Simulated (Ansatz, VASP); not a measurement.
ZnSe: VASP beside Ansatz

```xyz
2
Lattice="0.0000 2.8202 2.8202 2.8202 0.0000 2.8202 2.8202 2.8202 0.0000" Properties=species:S:1:pos:R:3 pbc="T T T"
Zn    0.0000    0.0000    0.0000
Se    1.4101    1.4101    1.4101
```

Alike in both runs: functional r2SCAN; dispersion rVV10; k mesh 6 × 6 × 6; no spin polarisation.

Ansatz relaxed the structure, and its values are those at the end. VASP's run is a single point on that final structure, the one shown.

|  | VASP | Ansatz |
| --- | --- | --- |
| version | VASP 6.6.1 | Ansatz 0.2.0 |
| potentials or method | VASP PAW PBE potentials, release 64 (Zn, Se), cutoff 520 eV | plane waves, PAW |
| occupations | gaussian, width 0.01 eV | fixed |
| valence electrons in the cell | 18 | 28 |

```csv
,VASP,Ansatz,Ansatz less VASP
pressure (GPa),0.3,0.0,-0.25
```

VASP's potentials were made for PBE, not for r2SCAN. VASP's potentials hold 18 valence electrons a cell and Ansatz's 28, so a difference there can come from the potentials and not from the codes.
